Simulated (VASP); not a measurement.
Ba2H, 3 atoms in the cell. The structure is tetragonal, space group I4/mmm (No. 139). Conventional cell: a = 3.930 Å, b = 3.930 Å, c = 14.212 Å, α = 90.00°, β = 90.00°, γ = 90.00°. Ba (site symmetry 4mm) has 4 H at 3.34 Å and 9 Ba at 3.70 to 4.40 Å within 4.4 Å. H (site symmetry 4/mmm) has 8 Ba at 3.34 Å and 4 H at 3.93 Å within 4.4 Å. 

- Program: VASP 6.6.1
- Task: single point
- Functional: revPBE
- Potentials or basis: VASP PAW PBE potentials, release 64 (Ba_sv, H)
- Cutoff: 520 eV
- k mesh: 5 × 5 × 5
- Occupations: gaussian, width 0.15 eV
- Spin: no spin polarisation
- Dipole correction: no
- Further INCAR settings: ALGO = Normal; EDIFF = 1e-07; NBANDS = 18

Potentials or basis: VASP PAW PBE potentials, release 64 (Ba_sv, H).

Command:

```bash
$ cat potpaw_PBE.64/Ba_sv/POTCAR potpaw_PBE.64/H/POTCAR > POTCAR
$ mpirun -np 1 vasp_std > vasp.out
```

Hardware: 1 thread of Intel(R) Xeon(R) 6975P-C (Granite Rapids), on a shared host.

How long does it take, and how much memory?

It took 18 s on 1 thread of Intel(R) Xeon(R) 6975P-C (Granite Rapids), with other jobs on the host, peak memory 0.22 GiB. Counts: scf iterations 15, k points 18.
